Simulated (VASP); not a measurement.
A run of VASP 6.6.1 is set up as follows.

The input POSCAR:

```
TiO2
1.0
    4.3726824532      0.0000000000      0.0000000000
    0.0000000000      4.3726824532      0.0000000000
    0.0000000000      0.0000000000      2.8725574331
Ti O
2 4
Direct
    0.0000000000      0.0000000000      0.0000000000
    0.5000000000      0.5000000000      0.5000000000
    0.3017668626      0.3017668626      0.0000000000
    0.1982331374      0.8017668626      0.5000000000
    0.6982331374      0.6982331374      0.0000000000
    0.8017668626      0.1982331374      0.5000000000
```

File INCAR.step1:

```
  ALGO = Normal
  EDIFF = 1E-4
  ENCUT = 520
  GGA = PE
  ISMEAR = 0
  LASPH = T
  LCHARG = F
  LREAL = F
  LWAVE = T
  NBANDS = 33
  NELM = 100
  PREC = Accurate
  SIGMA = 0.02
```

Contents of INCAR.step2:

```
  ALGO = Normal
  EDIFF = 1E-7
  ENCUT = 520
  ISIF = 2
  ISMEAR = 0
  ISTART = 1
  LASPH = T
  LCHARG = F
  LMIXTAU = T
  LREAL = F
  LWAVE = F
  METAGGA = R2SCAN
  NBANDS = 33
  NELM = 100
  PREC = Accurate
  SIGMA = 0.02
```

KPOINTS

```
k-points
0
Gamma
  6 6 10
```

Potentials or basis: VASP PAW PBE potentials, release 64 (Ti_sv, O).

Launch:

```sh
$ cat potpaw_PBE.64/Ti_sv/POTCAR potpaw_PBE.64/O/POTCAR > POTCAR
$ cp INCAR.step1 INCAR
$ mpirun -np 1 vasp_std > vasp.out
$ cp INCAR.step2 INCAR
$ mpirun -np 1 vasp_std > vasp.out
```

Problem. Estimate the largest force.

Solution. 0.013 eV/Å.

Problem. What does it give for the pressure?

Solution. 41.7 GPa.

Problem. Predict the band gap on the k mesh.

Solution. 2.45 eV.

Stress tensor (GPa, compression positive):
```
41.48  0.00  0.00
 0.00 41.48  0.00
 0.00  0.00 42.14
```

Caveat: the cell stands under pressure; the PAW data sets were made with another functional, which shifts forces and pressure a little. A k mesh can miss the band edges.
